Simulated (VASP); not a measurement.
# Re (P6_3/mmc) in VASP: further runs, part 2 of 2

VASP 6.6.1.

## Step 3: Single point, LDA

The input, INCAR:

```
  ALGO = Normal
  EDIFF = 1E-6
  ENCUT = 520
  ISIF = 2
  ISMEAR = 0
  LASPH = T
  LCHARG = F
  LREAL = F
  LWAVE = F
  NBANDS = 14
  NELM = 80
  PREC = Accurate
  SIGMA = 0.05
```

The input, KPOINTS:

```
k-points
0
Gamma
  18 18 10
```

The input, POSCAR:

```
Re
1.0
    2.7369828641      0.0000000000      0.0000000000
   -1.3684914321      2.3702966900      0.0000000000
    0.0000000000      0.0000000000      4.4172726528
Re
2
Direct
    0.3333333333      0.6666666667      0.7500000000
    0.6666666667      0.3333333333      0.2500000000
```

Potentials or basis: VASP PAW LDA potentials, release 64 (Re).

Command:

```
cat potpaw_LDA.64/Re/POTCAR > POTCAR
mpirun -np 1 vasp_std > vasp.out
```

OUTCAR:

```text
EDIFF = 1E-6
   ENCUT = 520
   ISIF = 2
   ISMEAR = 0
   LASPH = T
   LREAL = F
   NELM = 80
   PREC = Accurate

 ion  position               nearest neighbor table
   1  0.333  0.667  0.750-   2 2.72   2 2.72   2 2.72   2 2.72   2 2.72   2 2.72
   2  0.667  0.333  0.250-   1 2.72   1 2.72   1 2.72   1 2.72   1 2.72   1 2.72

  LATTYP: Found a hexagonal cell.
 ALAT       =     2.7369828641
 C/A-ratio  =     1.6139204636

  Lattice vectors:

 A1 = (   2.7369828641,   0.0000000000,   0.0000000000)
 A2 = (  -1.3684914321,   2.3702966900,   0.0000000000)
 A3 = (   0.0000000000,   0.0000000000,   4.4172726528)

Analysis of symmetry for initial positions (statically):
=====================================================================
 Subroutine PRICEL returns:
 Original cell was already a primitive cell.

 Routine SETGRP: Setting up the symmetry group for a
 hexagonal supercell.

 Subroutine GETGRP returns: Found 24 space group operations
 (whereof 12 operations were pure point group operations)
 out of a pool of 24 trial point group operations.

The static configuration has the point symmetry D_3d.
 The point group associated with its full space group is D_6h.

Analysis of symmetry for dynamics (positions and initial velocities):
=====================================================================
 Subroutine PRICEL returns:
 Original cell was already a primitive cell.

 Routine SETGRP: Setting up the symmetry group for a
 hexagonal supercell.

 Subroutine GETGRP returns: Found 24 space group operations
 (whereof 12 operations were pure point group operations)
 out of a pool of 24 trial point group operations.

The dynamic configuration has the point symmetry D_3d.
 The point group associated with its full space group is D_6h.

 Subroutine INISYM returns: Found 24 space group operations
 (whereof 12 operations are pure point group operations),
 and found     1 'primitive' translations

----------------------------------------------------------------------------------------

                                     Primitive cell

[... 121 lines left out ...]
 non-spin polarized calculation
 Gauss-broadening in eV      SIGMA  =   0.05
  energy-cutoff  :      520.00
  volume of cell :       28.66
 maximum number of plane-waves:       784
   NGX = 11   NGY = 11   NGZ = 17

 number of electron      14.0000001 magnetization

 Free energy of the ion-electron system (eV)
  ---------------------------------------------------
  ext. energy  EPLUGINS =         0.00000000
  ---------------------------------------------------
  free energy    TOTEN  =       -27.52851460 eV

  energy without entropy =      -27.52659085  energy(sigma->0) =      -27.52755273

 E-fermi :   8.1816     XC(G=0): -13.9852

 val. band max:        8.1726797063   @ k =   0.1667   0.1111   0.0000
 cond. band min:       8.1933465336   @ k =   0.3333   0.1667   0.4000
 fundamental gap:      0.0206668273
 Fermi energy:         8.1815535046

 k-point     1 :       0.0000    0.0000    0.0000
  band No.  band energies     occupation
      1      -1.7893      2.00000
      2       1.3813      2.00000
      3       6.5104      2.00000
      4       6.5104      2.00000
      5       6.5201      2.00000
      6       7.3849      2.00000
      7       7.3849      2.00000
      8       8.3418      0.00001
      9       8.3418      0.00001
     10       8.9965      0.00000
     11      11.6558      0.00000
     12      11.6558      0.00000
     13      18.5802      0.00000
     14      22.4308      0.00000
[... 377 lines left out ...]
      1       2.4453      2.00000
      2       2.5856      2.00000
      3       2.8657      2.00000
      4       5.9239      2.00000
      5       5.9897      2.00000
      6       6.7780      2.00000
      7       7.5447      2.00000
      8      11.5051      0.00000
      9      12.1209      0.00000
     10      12.4320      0.00000
     11      14.0627      0.00000
     12      16.9305      0.00000
     13      18.7064      0.00000
     14      19.7328      0.00000

 [... further k-points ...]

------------------------ aborting loop because EDIFF is reached ----------------------------------------

  FORCE on cell =-STRESS in cart. coord.  units (eV):
  Direction    XX          YY          ZZ          XY          YZ          ZX
  --------------------------------------------------------------------------------------
  -------------------------------------------------------------------------------------
  Total        0.2947557      0.2947557      0.2590079     -0.0000000      0.0000000     -0.0000000
  in kB       16.4794919     16.4794919     14.4808660     -0.0000000      0.0000000     -0.0000000
  external PRESSURE =      15.8132832 kB  Pullay stress =       0.0000000 kB

 VOLUME and BASIS-vectors are now :
 -----------------------------------------------------------------------------
  energy-cutoff  :      520.00
  volume of cell :       28.66
      direct lattice vectors                 reciprocal lattice vectors
     2.736982864  0.000000000  0.000000000     0.365365824  0.210944057  0.000000000
    -1.368491432  2.370296690  0.000000000     0.000000000  0.421888114  0.000000000
     0.000000000  0.000000000  4.417272653     0.000000000  0.000000000  0.226384033

 POSITION                                       TOTAL-FORCE (eV/Angst)
 -----------------------------------------------------------------------------------
     -0.00000      1.58020      3.31295         0.000000     -0.000000      0.000000
      1.36849      0.79010      1.10432        -0.000000      0.000000      0.000000
 -----------------------------------------------------------------------------------
    total drift:                                0.000000     -0.000000     -0.000000

  FREE ENERGIE OF THE ION-ELECTRON SYSTEM (eV)
  ---------------------------------------------------
  free  energy   TOTEN  =       -27.5285145997 eV

  energy  without entropy=      -27.5265908527  energy(sigma->0) =      -27.52755273
```

OSZICAR:

```text
N       E                     dE             d eps       ncg     rms          rms(c)
DAV:   1     0.825023524404E+02    0.82502E+02   -0.61266E+03  7542   0.103E+03
DAV:   2    -0.229674053375E+02   -0.10547E+03   -0.89300E+02  9590   0.347E+02
DAV:   3    -0.288843798821E+02   -0.59170E+01   -0.53388E+01 10548   0.104E+02
DAV:   4    -0.289646093607E+02   -0.80229E-01   -0.79436E-01  8988   0.809E+00
DAV:   5    -0.289650574643E+02   -0.44810E-03   -0.44804E-03 10426   0.104E+00    0.449E+01
DAV:   6    -0.278899020637E+02    0.10752E+01   -0.82747E-01 10698   0.145E+01    0.194E+01
DAV:   7    -0.275392896610E+02    0.35061E+00   -0.55831E-01 10714   0.116E+01    0.414E-01
DAV:   8    -0.275296734340E+02    0.96162E-02   -0.51051E-03  9470   0.617E-01    0.152E-01
DAV:   9    -0.275285079194E+02    0.11655E-02   -0.44204E-04  9138   0.193E-01    0.478E-02
DAV:  10    -0.275285154140E+02   -0.74946E-05   -0.48793E-05  9938   0.564E-02    0.223E-02
DAV:  11    -0.275285145997E+02    0.81429E-06   -0.53862E-07  6278   0.105E-02
   1 F= -.27528515E+02 E0= -.27527553E+02  d E =-.192375E-02
```

It took 35 s on 1 thread of AMD EPYC 9R45 (Zen 5), shared host; peak memory 0.16 GiB.

What came out:

- Free energy: -27.5285 eV
- Pressure: 1.6 GPa
- Band gap on the k mesh: zero (band 7 reaches 9.84 eV, above the bottom of band 8 at 6.37 eV)

Stress tensor (GPa, compression positive):
```
1.65 0.00 0.00
0.00 1.65 0.00
0.00 0.00 1.45
```

Caveat: spin-orbit coupling is left out, which moves the levels of the heavy elements.

## Step 4: Relaxation of cell and atoms, LDA

This run uses another cell than the first one, of 14.70 Å³/atom, 1.026 times its volume.

The input, INCAR:

```
PREC = Accurate ; ENCUT = 600
EDIFF = 1E-6 ; ISMEAR = 0
SIGMA = 0.05 ; LREAL = False
LASPH = True ; NELM = 60
ALGO = Normal ; ISIF = 3
LWAVE = False ; LCHARG = False
IBRION = 2 ; NSW = 80
EDIFFG = -0.01
```

The input, KPOINTS:

```
Automatic mesh
0
Gamma
  18 18 10
```

The input, POSCAR:

```
Re
1.0
    2.7600000000      0.0000000000      0.0000000000
   -1.3800000000      2.3902301144      0.0000000000
    0.0000000000      0.0000000000      4.4574000000
Re
2
Direct
    0.3333333333      0.6666666667      0.7500000000
    0.6666666667      0.3333333333      0.2500000000
```

Command:

```
cat potpaw_LDA.64/Re/POTCAR > POTCAR
mpirun -np 1 vasp_std > vasp.out
```

It took 2.9 min on 1 thread of AMD EPYC 9R45 (Zen 5), shared host; peak memory 0.2 GiB.

The run converged. Its results:

* Free energy: -27.5307 eV
* Relaxed volume: 14.39 Å³/atom
* Relaxed cell: a = 2.741 Å, b = 2.741 Å, c = 4.422 Å, α = 90.00°, β = 90.00°, γ = 120.00°
* Space group after relaxing (to 0.05 Å): P6_3/mmc (No. 194)
* Energy gained by relaxing: 8.6 meV/atom
* Ionic steps: 10
* Pressure after relaxing: 0.0 GPa
* Band gap on the k mesh: zero (band 7 reaches 9.77 eV, above the bottom of band 8 at 6.33 eV)

The path:
```tsv
step	energy change (eV)	largest force (eV/Å)	pressure (GPa)	volume (Å³)
1	0.0000	0.0000	-8.52	29.41
2	0.3337	0.0000	47.53	26.20
3	-0.0171	0.0000	-0.38	28.80
4	-0.0171	0.0000	-0.06	28.78
5	-0.0171	0.0000	0.13	28.77
6	-0.0171	0.0000	-0.43	28.81
7	-0.0171	0.0000	-0.09	28.78
8	-0.0171	0.0000	-0.08	28.78
9	-0.0171	0.0000	0.09	28.77
10	-0.0171	0.0000	0.01	28.77
```

Final structure:
```yaml
crystal:
  lattice:
    - [2.74111, 0.00000, 0.00000]
    - [-1.37055, 2.37387, 0.00000]
    - [0.00000, 0.00000, 4.42201]
  atoms:
    - { symbol: Re, position: [0.33333, 0.66667, 0.75000] }
    - { symbol: Re, position: [0.66667, 0.33333, 0.25000] }
```

Levels at points of the mesh, in eV from the Fermi level:
```tsv
k point	band 5	band 6	band 7	band 8	band 9	band 10
(0.00, 0.00, 0.00)	-1.64	-0.79	-0.79	0.16	0.16	0.81
(0.50, 0.00, 0.00)	-1.66	-1.38	-0.60	4.09	4.52	4.65
(0.00, 0.00, 0.50)	-1.80	-1.80	-1.80	-1.80	2.62	2.62
(0.50, 0.00, 0.50)	0.38	0.38	1.06	1.06	4.41	4.41
```

Caveat: spin-orbit coupling is left out, which moves the levels of the heavy elements.

## Step 5: Single point, LDA

The input, INCAR:

```
  ALGO = Normal
  EDIFF = 1E-6
  ENCUT = 500
  GGA_COMPAT = F
  ISIF = 2
  ISMEAR = 0
  LASPH = T
  LCHARG = F
  LREAL = F
  LWAVE = F
  NBANDS = 22
  NELM = 120
  PREC = Accurate
  SIGMA = 0.05
```

The input, KPOINTS:

```
k-points
0
Gamma
  18 18 10
```

The input, POSCAR:

```
Re
1.0
    2.7369828641      0.0000000000      0.0000000000
   -1.3684914321      2.3702966900      0.0000000000
    0.0000000000      0.0000000000      4.4172726528
Re
2
Direct
    0.3333333333      0.6666666667      0.7500000000
    0.6666666667      0.3333333333      0.2500000000
```

Potentials or basis: VASP PAW LDA potentials, release 64 (Re_sv_GW).

Command:

```
cat potpaw_LDA.64/Re_sv_GW/POTCAR > POTCAR
mpirun -np 1 vasp_std > vasp.out
```

OUTCAR:

```text
EDIFF = 1E-6
   ENCUT = 500
   ISIF = 2
   ISMEAR = 0
   LASPH = T
   LREAL = F
   NELM = 120
   PREC = Accurate

 ion  position               nearest neighbor table
   1  0.333  0.667  0.750-   2 2.72   2 2.72   2 2.72   2 2.72   2 2.72   2 2.72
   2  0.667  0.333  0.250-   1 2.72   1 2.72   1 2.72   1 2.72   1 2.72   1 2.72

  LATTYP: Found a hexagonal cell.
 ALAT       =     2.7369828641
 C/A-ratio  =     1.6139204636

  Lattice vectors:

 A1 = (   2.7369828641,   0.0000000000,   0.0000000000)
 A2 = (  -1.3684914321,   2.3702966900,   0.0000000000)
 A3 = (   0.0000000000,   0.0000000000,   4.4172726528)

Analysis of symmetry for initial positions (statically):
=====================================================================
 Subroutine PRICEL returns:
 Original cell was already a primitive cell.

 Routine SETGRP: Setting up the symmetry group for a
 hexagonal supercell.

 Subroutine GETGRP returns: Found 24 space group operations
 (whereof 12 operations were pure point group operations)
 out of a pool of 24 trial point group operations.

The static configuration has the point symmetry D_3d.
 The point group associated with its full space group is D_6h.

Analysis of symmetry for dynamics (positions and initial velocities):
=====================================================================
 Subroutine PRICEL returns:
 Original cell was already a primitive cell.

 Routine SETGRP: Setting up the symmetry group for a
 hexagonal supercell.

 Subroutine GETGRP returns: Found 24 space group operations
 (whereof 12 operations were pure point group operations)
 out of a pool of 24 trial point group operations.

The dynamic configuration has the point symmetry D_3d.
 The point group associated with its full space group is D_6h.

 Subroutine INISYM returns: Found 24 space group operations
 (whereof 12 operations are pure point group operations),
 and found     1 'primitive' translations

[... 110 lines left out ...]
   EFERMI_NEDOS =   21; number of points for ismear=-14 and -15
   IALGO  =     38    algorithm
   IMIX   =      4    mixing-type and parameters
     AMIX     =   0.40;   BMIX     =  1.00
     AMIX_MAG =   1.60;   BMIX_MAG =  1.00
  volume/ion in A,a.u.               =      14.33        96.69
  Fermi-wavevector in a.u.,A,eV,Ry     =   1.662285  3.141264 37.595519  2.763193
  Thomas-Fermi vector in A             =   2.749202
   LORBIT       =      0    0 simple, 1 ext, 2 COOP (PROOUT), +10 PAW based schemes
   GGA     = CA    functional components
   LHFCALC =     F    Hartree Fock is set to
   AEXX    =    0.0000 exact exchange contribution
   IVDW    =     0    specifies the selected vdW correction
   LEPSILON=     F    determine dielectric tensor
   LRPA    =     F    only Hartree local field effects (RPA)
 non-spin polarized calculation
 Gauss-broadening in eV      SIGMA  =   0.05
  energy-cutoff  :      500.00
  volume of cell :       28.66
 maximum number of plane-waves:       756
 NGX is ok and might be reduce to    20
   NGX =  9   NGY =  9   NGZ = 17

 number of electron      29.9999994 magnetization

 Free energy of the ion-electron system (eV)
  ---------------------------------------------------
  ext. energy  EPLUGINS =         0.00000000
  ---------------------------------------------------
  free energy    TOTEN  =       -30.75038689 eV

  energy without entropy =      -30.74848224  energy(sigma->0) =      -30.74943456

 E-fermi :  13.2431     XC(G=0): -14.5791

 val. band max:       13.2334512100   @ k =   0.3889   0.2222   0.3000
 cond. band min:      13.2525584997   @ k =   0.3333   0.1667   0.4000
 fundamental gap:      0.0191072897
 Fermi energy:        13.2430883776

 k-point     1 :       0.0000    0.0000    0.0000
  band No.  band energies     occupation
      1     -66.1740      2.00000
      2     -66.0318      2.00000
      3     -28.9688      2.00000
      4     -27.7953      2.00000
      5     -27.7953      2.00000
      6     -27.6012      2.00000
[... 589 lines left out ...]
     21      23.6401      0.00000
     22      24.5889      0.00000

 [... further k-points ...]

------------------------ aborting loop because EDIFF is reached ----------------------------------------

  FORCE on cell =-STRESS in cart. coord.  units (eV):
  Direction    XX          YY          ZZ          XY          YZ          ZX
  --------------------------------------------------------------------------------------
  -------------------------------------------------------------------------------------
  Total       -0.1588310     -0.1588310     -0.1810433      0.0000000     -0.0000000     -0.0000000
  in kB       -8.8800803     -8.8800803    -10.1219484      0.0000000     -0.0000000     -0.0000000
  external PRESSURE =      -9.2940364 kB  Pullay stress =       0.0000000 kB

 VOLUME and BASIS-vectors are now :
 -----------------------------------------------------------------------------
  energy-cutoff  :      500.00
  volume of cell :       28.66
      direct lattice vectors                 reciprocal lattice vectors
     2.736982864  0.000000000  0.000000000     0.365365824  0.210944057  0.000000000
    -1.368491432  2.370296690  0.000000000     0.000000000  0.421888114  0.000000000
     0.000000000  0.000000000  4.417272653     0.000000000  0.000000000  0.226384033

 POSITION                                       TOTAL-FORCE (eV/Angst)
 -----------------------------------------------------------------------------------
     -0.00000      1.58020      3.31295        -0.000000      0.000000      0.000000
      1.36849      0.79010      1.10432         0.000000     -0.000000      0.000000
 -----------------------------------------------------------------------------------
    total drift:                                0.000000     -0.000000      0.000000

  FREE ENERGIE OF THE ION-ELECTRON SYSTEM (eV)
  ---------------------------------------------------
  free  energy   TOTEN  =       -30.7503868883 eV

  energy  without entropy=      -30.7484822364  energy(sigma->0) =      -30.74943456
```

Wall time 58 s (1 thread of Intel Xeon Platinum 8375C at 2.90GHz (Ice Lake), shared host); peak memory 0.22 GiB.

What came out:

```
Free energy            : -30.7504 eV
Pressure               : -0.9 GPa
Band gap on the k mesh : zero (band 15 reaches 14.90 eV, above the bottom of band 16 at 11.44 eV)
```

Caveat: spin-orbit coupling is left out, which moves the levels of the heavy elements.

## Step 6: Overview

| task | potentials or basis | cell | cutoff (eV) | second run | gap on the mesh (eV) | pressure (GPa) |
| --- | --- | --- | --- | --- | --- | --- |
| single point | VASP PAW LDA potentials, release 64 (Re) | a = 2.737, b = 2.737, c = 4.417 Å, angles 90.0, 90.0, 120.0°, 2 atoms | 520 | - | none | 1.6 |
| relaxation of cell and atoms | VASP PAW LDA potentials, release 64 (Re) | relaxed from a = 2.760, b = 2.760, c = 4.457 Å, angles 90.0, 90.0, 120.0°, 2 atoms | 600 | - | none | 0.0 |
| single point | VASP PAW LDA potentials, release 64 (Re_sv_GW) | a = 2.737, b = 2.737, c = 4.417 Å, angles 90.0, 90.0, 120.0°, 2 atoms | 500 | valence_matched | none | -0.9 |

Alike in all rows: level LDA; no spin polarisation; k mesh 18 × 18 × 10; smearing gaussian 0.05 eV.

Caveats: spin-orbit coupling is left out, which moves the levels of the heavy elements.

Absolute energies hang on the potentials; compare differences alone.
